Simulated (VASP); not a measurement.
The system is Ti3Al.

```
CELL_PARAMETERS angstrom
0.00000 3.25623 3.25623
3.25623 0.00000 3.25623
3.25623 3.25623 0.00000
ATOMIC_POSITIONS crystal
Ti 0.75000 0.75000 0.75000
Ti 0.25000 0.25000 0.25000
Ti 0.00000 0.00000 0.00000
Al 0.50000 0.50000 0.50000
```

Base run:

* Program: VASP 6.6.1
* Functional: PBEsol
* Potentials or basis: VASP PAW PBE potentials, release 64 (Ti_sv, Al)
* Cutoff: 520 eV
* k mesh: 12 × 12 × 12
* Occupations: gaussian, width 0.15 eV
* Spin: collinear spin
* Starting moments: [0.5, 0.5, 0.5, 0.0] μB
* Fixed moment: 1.5 μB

Its results: pressure -6.5 GPa; site moments Ti +0.15, +0.84 (each value once); Al -0.02 μB.

**Question.** The run is repeated on the same cell with these changes: fixed moment from 1.5 μB to 2.7 μB; moments at the start from [0.5, 0.5, 0.5, 0.0] to [0.9, 0.9, 0.9, 0.0]. What comes out?

**Answer.** Pressure -5.6 GPa; site moments Ti +0.45, +1.09 (each value once); Al -0.02 μB.

Caveats: the cell stands under tension; the PAW data sets were made with another functional, which shifts forces and pressure a little; the total moment is fixed, so each spin has its own Fermi level and the state may be an excited one.
